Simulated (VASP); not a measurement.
# CuO (Cccm) in VASP: a series of runs

CuO is run at these levels: PBE; tasks: single point.

Program: VASP 6.6.1. These are calculated values, not measurements. Logs are shortened: lines on timing, memory, paths and dates and some standing lists are left out, and cuts for length are marked.

## (1) The cell of the first run

Symmetry: Cccm, No. 66, orthorhombic system. The conventional cell has a = 4.248 Å, b = 4.259 Å, c = 5.080 Å, α = 90.00°, β = 90.00°, γ = 90.00°. Cu (site symmetry 2/m) has 4 O at 1.97 Å within 2.6 Å. O (site symmetry 222) has 4 Cu at 1.97 Å and 2 O at 2.54 Å within 2.6 Å.

## (2) Single point, PBE (biaxial strain in the a-b plane: +2.0 %, then relaxed in part)

INCAR reads:

```
SYSTEM = CuO
ALGO     = Normal         ! electronic algorithm
EDIFF    = 1E-7           ! SCF threshold, eV
ENCUT    = 520            ! plane-wave cutoff, eV
GGA      = PE             ! functional
ISIF     = 2              ! what is computed and relaxed
ISMEAR   = 0              ! smearing method
LASPH    = .TRUE.         ! aspherical terms in the spheres
LCHARG   = .FALSE.        ! write CHGCAR
LREAL    = .FALSE.        ! projectors in reciprocal space
LWAVE    = .FALSE.        ! write WAVECAR
NBANDS   = 44             ! bands
NELM     = 80             ! most SCF steps
PREC     = Accurate       ! precision mode
SIGMA    = 0.1            ! smearing width, eV
```

KPOINTS reads:

```
k-points
0
G
  8 8 8
  0 0 0
```

POSCAR reads:

```
CuO
1.0
    4.2475853655      0.0000000000      0.0000000000
    0.0000000000      4.2594025756      0.0000000000
    0.0000000000      0.0000000000      5.0795366127
Cu O
4 4
Direct
    0.2500000000      0.2500000000      0.5000000000
    0.2500000000      0.7500000000      0.0000000000
    0.7500000000      0.7500000000      0.5000000000
    0.7500000000      0.2500000000      0.0000000000
    0.5000000000      0.0000000000      0.7500000000
    0.5000000000      0.0000000000      0.2500000000
    0.0000000000      0.5000000000      0.7500000000
    0.0000000000      0.5000000000      0.2500000000
```

Potentials or basis: VASP PAW PBE potentials, release 64 (Cu, O).

On the command line:

```
$ cat potpaw_PBE.64/Cu/POTCAR potpaw_PBE.64/O/POTCAR > POTCAR
$ mpirun -np 1 vasp_std > vasp.out
```

OUTCAR:

```text
SYSTEM = CuO
   EDIFF = 1E-7
   ENCUT = 520
   GGA = PE
   ISIF = 2
   ISMEAR = 0
   LASPH = .TRUE.
   LREAL = .FALSE.
   NELM = 80
   PREC = Accurate

 ion  position               nearest neighbor table
   1  0.250  0.250  0.500-   5 1.97   6 1.97   7 1.97   8 1.97
   2  0.250  0.750  0.000-   5 1.97   6 1.97   7 1.97   8 1.97
   3  0.750  0.750  0.500-   5 1.97   6 1.97   7 1.97   8 1.97
   4  0.750  0.250  0.000-   5 1.97   6 1.97   7 1.97   8 1.97
   5  0.500  0.000  0.750-   1 1.97   2 1.97   3 1.97   4 1.97
   6  0.500  0.000  0.250-   1 1.97   2 1.97   3 1.97   4 1.97
   7  0.000  0.500  0.750-   1 1.97   2 1.97   3 1.97   4 1.97
   8  0.000  0.500  0.250-   1 1.97   2 1.97   3 1.97   4 1.97

  LATTYP: Found a simple orthorhombic cell.
 ALAT       =     4.2475853655
 B/A-ratio  =     1.0027821007
 C/A-ratio  =     1.1958645149

  Lattice vectors:

 A1 = (   4.2475853655,   0.0000000000,   0.0000000000)
 A2 = (   0.0000000000,   4.2594025756,   0.0000000000)
 A3 = (   0.0000000000,   0.0000000000,   5.0795366127)

Analysis of symmetry for initial positions (statically):
=====================================================================
 Subroutine PRICEL returns following result:

  LATTYP: Found a base centered orthorhombic cell.
 ALAT       =     4.2475853655
 B/A-ratio  =     1.0027821007
 C/A-ratio  =     1.1958645149

  Lattice vectors:

 A1 = (   2.1237926827,  -2.1297012878,   0.0000000000)
 A2 = (   2.1237926827,   2.1297012878,   0.0000000000)
 A3 = (   0.0000000000,   0.0000000000,   5.0795366127)

   2 primitive cells build up your supercell.

 Routine SETGRP: Setting up the symmetry group for a
 simple orthorhombic supercell.

 Subroutine GETGRP returns: Found  8 space group operations
 (whereof  4 operations were pure point group operations)
 out of a pool of  8 trial point group operations.

The static configuration has the point symmetry C_2h.
 The point group associated with its full space group is D_2h.

Analysis of symmetry for dynamics (positions and initial velocities):
=====================================================================
 Subroutine PRICEL returns following result:

  LATTYP: Found a base centered orthorhombic cell.
 ALAT       =     4.2475853655
 B/A-ratio  =     1.0027821007
 C/A-ratio  =     1.1958645149

  Lattice vectors:

 A1 = (   2.1237926827,  -2.1297012878,   0.0000000000)
 A2 = (   2.1237926827,   2.1297012878,   0.0000000000)
 A3 = (   0.0000000000,   0.0000000000,   5.0795366127)

   2 primitive cells build up your supercell.

 Routine SETGRP: Setting up the symmetry group for a
 simple orthorhombic supercell.

 Subroutine GETGRP returns: Found  8 space group operations
 (whereof  4 operations were pure point group operations)
 out of a pool of  8 trial point group operations.

The dynamic configuration has the point symmetry C_2h.
 The point group associated with its full space group is D_2h.

 Subroutine INISYM returns: Found  8 space group operations
 (whereof  4 operations are pure point group operations),
 and found     2 'primitive' translations

----------------------------------------------------------------------------------------

                                     Primitive cell

  volume of cell :      45.9499

  direct lattice vectors                    reciprocal lattice vectors
     2.123792683 -2.129701288  0.000000000     0.235427876 -0.234774709  0.000000000
     2.123792683  2.129701288  0.000000000     0.235427876  0.234774709  0.000000000
     0.000000000  0.000000000  5.079536613     0.000000000  0.000000000  0.196868352

  length of vectors
     3.007677332  3.007677332  5.079536613     0.332483757  0.332483757  0.196868352

  position of ions in fractional coordinates (direct lattice)
     1.000000000  0.500000000  0.500000000
     0.500000000  1.000000000  0.000000000
     0.500000000  0.500000000  0.750000000
     0.500000000  0.500000000  0.250000000

  ion indices of the primitive-cell ions
   primitive index   ion index
                 1           1
                 2           2
                 3           5
                 4           6

----------------------------------------------------------------------------------------

 KPOINTS: k-points

Automatic generation of k-mesh.
 Grid dimensions read from file:
 generate k-points for:    8    8    8

 Generating k-lattice:

  Cartesian coordinates                     Fractional coordinates (reciprocal lattice)
     0.029428484  0.000000000  0.000000000     0.125000000  0.000000000  0.000000000
     0.000000000  0.029346839  0.000000000     0.000000000  0.125000000  0.000000000
     0.000000000  0.000000000  0.024608544     0.000000000  0.000000000  0.125000000

  Length of vectors
     0.029428484  0.029346839  0.024608544

  Shift w.r.t. Gamma in fractional coordinates (k-lattice)
     0.000000000  0.000000000  0.000000000

 Subroutine IBZKPT returns following result:
 ===========================================

 Found    125 irreducible k-points:

 Following reciprocal coordinates:
            Coordinates               Weight
  0.000000  0.000000  0.000000      1.000000
  0.125000  0.000000  0.000000      2.000000
  0.250000  0.000000  0.000000      2.000000
  0.375000  0.000000  0.000000      2.000000
  0.500000  0.000000  0.000000      1.000000
  0.000000  0.125000  0.000000      2.000000
[... 16 lines left out ...]
  0.250000  0.500000  0.000000      2.000000
  0.375000  0.500000  0.000000      2.000000
 [... further k-points ...]
   k-points           NKPTS =    125   k-points in BZ     NKDIM =    125   number of bands    NBANDS=     44
   number of dos      NEDOS =    301   number of ions     NIONS =      8
   total plane-waves  NPLWV =  40960
   dimension x,y,z NGX =    32 NGY =   32 NGZ =   40
   dimension x,y,z NGXF=    64 NGYF=   64 NGZF=   80
   ions per type =               4   4
   NGX,Y,Z   is equivalent  to a cutoff of  12.52, 12.49, 13.09 a.u.
   NGXF,Y,Z  is equivalent  to a cutoff of  25.05, 24.98, 26.18 a.u.
 SYSTEM =  CuO
   PREC   = accura    normal or accurate (medium, high low for compatibility)
   ISTART =      0    job   : 0-new  1-cont  2-samecut
   ICHARG =      2    charge: 1-file 2-atom 10-const
   ISPIN  =      1    spin polarized calculation?
   LNONCOLLINEAR =      F non collinear calculations
   LSORBIT =      F    spin-orbit coupling
   LASPH  =      T    aspherical Exc in radial PAW
   ENCUT  =  520.0 eV  38.22 Ry    6.18 a.u.   7.90  7.92  9.44*2*pi/ulx,y,z
   NELM   =     80;   NELMIN=  2; NELMDL= -5     # of ELM steps
   EDIFF  = 0.1E-06   stopping-criterion for ELM
   LREAL  =      F    real-space projection
   EDIFFG = 0.1E-05   stopping-criterion for IOM
   NSW    =      0    number of steps for IOM
   IBRION =     -1    ionic relax: 0-MD 1-quasi-New 2-CG
   NFREE  =      0    steps in history (QN), initial steepest desc. (CG)
   ISIF   =      2    stress and relaxation
   ISYM   =      2    0-nonsym 1-usesym 2-fastsym
   POTIM  = 0.5000    time-step for ionic-motion
   TEBEG  =    0.0;   TEEND  =   0.0 temperature during run
   PSTRESS=    0.0 pullay stress
   NELECT =      68.0000    total number of electrons
   NUPDOWN=      -1.0000    fix difference up-down
   EMIN   =  10.00;   EMAX   =-10.00  energy-range for DOS
   EFERMI =   0.00;   METHOD = LEGACY
   ISMEAR =     0;   SIGMA  =   0.10  broadening in eV -4-tet -1-fermi 0-gaus
   EFERMI_NEDOS =   21; number of points for ismear=-14 and -15
   IALGO  =     38    algorithm
   IMIX   =      4    mixing-type and parameters
     AMIX     =   0.40;   BMIX     =  1.00
     AMIX_MAG =   1.60;   BMIX_MAG =  1.00
  volume/ion in A,a.u.               =      11.49        77.52
  Fermi-wavevector in a.u.,A,eV,Ry     =   1.480720  2.798154 29.831190  2.192531
  Thomas-Fermi vector in A             =   2.594719
   LORBIT       =      0    0 simple, 1 ext, 2 COOP (PROOUT), +10 PAW based schemes
   GGA     = PE    functional components
   LHFCALC =     F    Hartree Fock is set to
   AEXX    =    0.0000 exact exchange contribution
   IVDW    =     0    specifies the selected vdW correction
   LEPSILON=     F    determine dielectric tensor
   LRPA    =     F    only Hartree local field effects (RPA)
 non-spin polarized calculation
 Gauss-broadening in eV      SIGMA  =   0.10
  energy-cutoff  :      520.00
  volume of cell :       91.90
 maximum number of plane-waves:      2491
 NGX is ok and might be reduce to    32
   NGX = 15   NGY = 15   NGZ = 19

 number of electron      68.0000033 magnetization

 Free energy of the ion-electron system (eV)
  ---------------------------------------------------
  ext. energy  EPLUGINS =         0.00000000
  ---------------------------------------------------
  free energy    TOTEN  =       -39.43912523 eV

  energy without entropy =      -39.41736201  energy(sigma->0) =      -39.42824362

 E-fermi :   4.4995     XC(G=0): -11.1063

 val. band max:        4.4639600666   @ k =   0.1250   0.5000   0.3750
 cond. band min:       4.5064841842   @ k =   0.1250   0.0000   0.5000
 fundamental gap:      0.0425241177
 Fermi energy:         4.4994675350

 k-point     1 :       0.0000    0.0000    0.0000
  band No.  band energies     occupation
      1     -15.0959      2.00000
      2     -14.1175      2.00000
      3     -13.7448      2.00000
      4     -13.5347      2.00000
      5      -3.3209      2.00000
      6      -1.9471      2.00000
[... 36 lines left out ...]
     43      14.1207      0.00000
     44      15.2959      0.00000

 k-point     2 :       0.1250    0.0000    0.0000
  band No.  band energies     occupation
      1     -15.0596      2.00000
      2     -14.1553      2.00000
      3     -13.7355      2.00000
      4     -13.5412      2.00000
      5      -3.2544      2.00000
      6      -1.8874      2.00000
[... 36 lines left out ...]
     43      14.7921      0.00000
     44      15.2886      0.00000

 k-point     3 :       0.2500    0.0000    0.0000
  band No.  band energies     occupation
      1     -14.9556      2.00000
      2     -14.2631      2.00000
      3     -13.7096      2.00000
      4     -13.5606      2.00000
      5      -3.0610      2.00000
      6      -1.7395      2.00000
[... 976 lines left out ...]
     43      14.0854      0.00000
     44      14.0854      0.00000

 k-point    24 :       0.3750    0.5000    0.0000
  band No.  band energies     occupation
      1     -14.5841      2.00000
      2     -14.5841      2.00000
      3     -13.6218      2.00000
      4     -13.6218      2.00000
      5      -2.3462      2.00000
      6      -2.3462      2.00000
[... 36 lines left out ...]
     43      14.6732      0.00000
     44      14.6732      0.00000

 [... further k-points ...]
[... 5 lines left out ...]
  --------------------------------------------------------------------------------------
  -------------------------------------------------------------------------------------
  Total       -1.7875970     -1.8210356      0.4752485      0.0000000      0.0000000      0.0000000
  in kB      -31.1648680    -31.7478360      8.2854563      0.0000000      0.0000000      0.0000000
  external PRESSURE =     -18.2090826 kB  Pullay stress =       0.0000000 kB

 VOLUME and BASIS-vectors are now :
 -----------------------------------------------------------------------------
  energy-cutoff  :      520.00
  volume of cell :       91.90
      direct lattice vectors                 reciprocal lattice vectors
     4.247585365  0.000000000  0.000000000     0.235427876  0.000000000  0.000000000
     0.000000000  4.259402576  0.000000000     0.000000000  0.234774709  0.000000000
     0.000000000  0.000000000  5.079536613     0.000000000  0.000000000  0.196868352

 POSITION                                       TOTAL-FORCE (eV/Angst)
 -----------------------------------------------------------------------------------
      1.06190      1.06485      2.53977         0.000000      0.000000      0.000000
      1.06190      3.19455      0.00000         0.000000     -0.000000      0.000000
      3.18569      3.19455      2.53977         0.000000     -0.000000      0.000000
      3.18569      1.06485      0.00000         0.000000     -0.000000      0.000000
      2.12379      0.00000      3.80965         0.000000     -0.000000     -0.000000
      2.12379      0.00000      1.26988        -0.000000     -0.000000      0.000000
      0.00000      2.12970      3.80965        -0.000000     -0.000000     -0.000000
      0.00000      2.12970      1.26988         0.000000     -0.000000     -0.000000
 -----------------------------------------------------------------------------------
    total drift:                                0.000000     -0.000000      0.000000

  FREE ENERGIE OF THE ION-ELECTRON SYSTEM (eV)
  ---------------------------------------------------
  free  energy   TOTEN  =       -39.4391252279 eV

  energy  without entropy=      -39.4173620088  energy(sigma->0) =      -39.42824362
```

Wall time 4 min (1 thread of Intel Xeon 6975P-C (Granite Rapids), shared host); peak memory 0.45 GiB.

Results:

- Free energy: -39.4391 eV
- Pressure: -1.8 GPa
- Band gap on the k mesh: zero (bands 34 and 35 overlap by 1.14 eV)

Caveat: the cell differs from its parent crystal (biaxial strain in the a-b plane: +2.0 %, then relaxed in part); semilocal functionals often make such compounds metallic where correlation or magnetic order opens a gap, which also shifts bond lengths.

## (3) Single point, PBE (biaxial strain in the a-b plane: +2.0 %)

INCAR reads:

```
SYSTEM = CuO
PREC = Accurate
ENCUT = 520
EDIFF = 1E-6
ISMEAR = 0
SIGMA = 0.1
LREAL = .FALSE.
LASPH = .TRUE.
NELM = 60
ALGO = Normal
ISIF = 2
LWAVE = .FALSE.
LCHARG = .FALSE.
GGA = PE
NBANDS = 44
```

KPOINTS reads:

```
Automatic mesh
0
G
  8 8 8
  0 0 0
```

POSCAR, as its differences from that of step 2:

```diff
@@ -4,3 +4,3 @@
     0.0000000000      4.2594025756      0.0000000000
-    0.0000000000      0.0000000000      5.0795366127
+    0.0000000000      0.0000000000      5.0894469590
 Cu O
```

Potentials or basis: VASP PAW PBE potentials, release 64 (Cu, O).

On the command line:

```
$ cat potpaw_PBE.64/Cu/POTCAR potpaw_PBE.64/O/POTCAR > POTCAR
$ mpirun -np 1 vasp_std > vasp.out
```

OUTCAR:

```text
SYSTEM = CuO
   PREC = Accurate
   ENCUT = 520
   EDIFF = 1E-6
   ISMEAR = 0
   LREAL = .FALSE.
   LASPH = .TRUE.
   NELM = 60
   ISIF = 2
   GGA = PE

 ion  position               nearest neighbor table
   1  0.250  0.250  0.500-   5 1.97   6 1.97   7 1.97   8 1.97
   2  0.250  0.750  0.000-   5 1.97   6 1.97   7 1.97   8 1.97
   3  0.750  0.750  0.500-   5 1.97   6 1.97   7 1.97   8 1.97
   4  0.750  0.250  0.000-   5 1.97   6 1.97   7 1.97   8 1.97
   5  0.500  0.000  0.750-   1 1.97   2 1.97   3 1.97   4 1.97
   6  0.500  0.000  0.250-   1 1.97   2 1.97   3 1.97   4 1.97
   7  0.000  0.500  0.750-   1 1.97   2 1.97   3 1.97   4 1.97
   8  0.000  0.500  0.250-   1 1.97   2 1.97   3 1.97   4 1.97

  LATTYP: Found a simple orthorhombic cell.
 ALAT       =     4.2475853655
 B/A-ratio  =     1.0027821007
 C/A-ratio  =     1.1981976867

  Lattice vectors:

 A1 = (   4.2475853655,   0.0000000000,   0.0000000000)
 A2 = (   0.0000000000,   4.2594025756,   0.0000000000)
 A3 = (   0.0000000000,   0.0000000000,   5.0894469590)

Analysis of symmetry for initial positions (statically):
[... 202 lines left out ...]
  energy without entropy =      -39.41804142  energy(sigma->0) =      -39.42898956

 E-fermi :   4.4729     XC(G=0): -11.0962

 val. band max:        4.4378019021   @ k =   0.1250   0.5000   0.3750
 cond. band min:       4.4803857342   @ k =   0.1250   0.0000   0.5000
 fundamental gap:      0.0425838321
 Fermi energy:         4.4728713591

 k-point     1 :       0.0000    0.0000    0.0000
  band No.  band energies     occupation
      1     -15.0996      2.00000
      2     -14.1232      2.00000
      3     -13.7615      2.00000
      4     -13.5484      2.00000
      5      -3.3248      2.00000
      6      -1.9506      2.00000
[... 1117 lines left out ...]
     43      14.6477      0.00000
     44      14.6477      0.00000

 [... further k-points ...]
[... 5 lines left out ...]
  --------------------------------------------------------------------------------------
  -------------------------------------------------------------------------------------
  Total       -1.9986466     -2.0325548      0.0396546     -0.0000000      0.0000000      0.0000000
  in kB      -34.7764455    -35.3664490      0.6899896     -0.0000000      0.0000000      0.0000000
  external PRESSURE =     -23.1509683 kB  Pullay stress =       0.0000000 kB

 VOLUME and BASIS-vectors are now :
 -----------------------------------------------------------------------------
  energy-cutoff  :      520.00
  volume of cell :       92.08
      direct lattice vectors                 reciprocal lattice vectors
     4.247585365  0.000000000  0.000000000     0.235427876  0.000000000  0.000000000
     0.000000000  4.259402576  0.000000000     0.000000000  0.234774709  0.000000000
     0.000000000  0.000000000  5.089446959     0.000000000  0.000000000  0.196485003

 POSITION                                       TOTAL-FORCE (eV/Angst)
 -----------------------------------------------------------------------------------
      1.06190      1.06485      2.54472        -0.000000     -0.000000     -0.000000
      1.06190      3.19455      0.00000        -0.000000      0.000000     -0.000000
      3.18569      3.19455      2.54472        -0.000000      0.000000     -0.000000
      3.18569      1.06485      0.00000        -0.000000     -0.000000     -0.000000
      2.12379      0.00000      3.81709         0.000000      0.000000      0.000000
      2.12379      0.00000      1.27236        -0.000000      0.000000     -0.000000
      0.00000      2.12970      3.81709         0.000000      0.000000     -0.000000
      0.00000      2.12970      1.27236        -0.000000      0.000000      0.000000
 -----------------------------------------------------------------------------------
    total drift:                                0.000000     -0.000000      0.000000

  FREE ENERGIE OF THE ION-ELECTRON SYSTEM (eV)
  ---------------------------------------------------
  free  energy   TOTEN  =       -39.4399377128 eV

  energy  without entropy=      -39.4180414159  energy(sigma->0) =      -39.42898956
```

Wall time 3.3 min (1 thread of Intel Xeon 6975P-C (Granite Rapids), shared host); peak memory 0.46 GiB.

Results:

```
Free energy            : -39.4399 eV
Pressure               : -2.3 GPa
Band gap on the k mesh : zero (bands 34 and 35 overlap by 1.13 eV)
```

Caveat: the cell differs from its parent crystal (biaxial strain in the a-b plane: +2.0 %); semilocal functionals often make such compounds metallic where correlation or magnetic order opens a gap, which also shifts bond lengths.

(Continued in part 2 of 2.)

The gap in the log of VASP goes by the Fermi energy; the results here count the filled bands.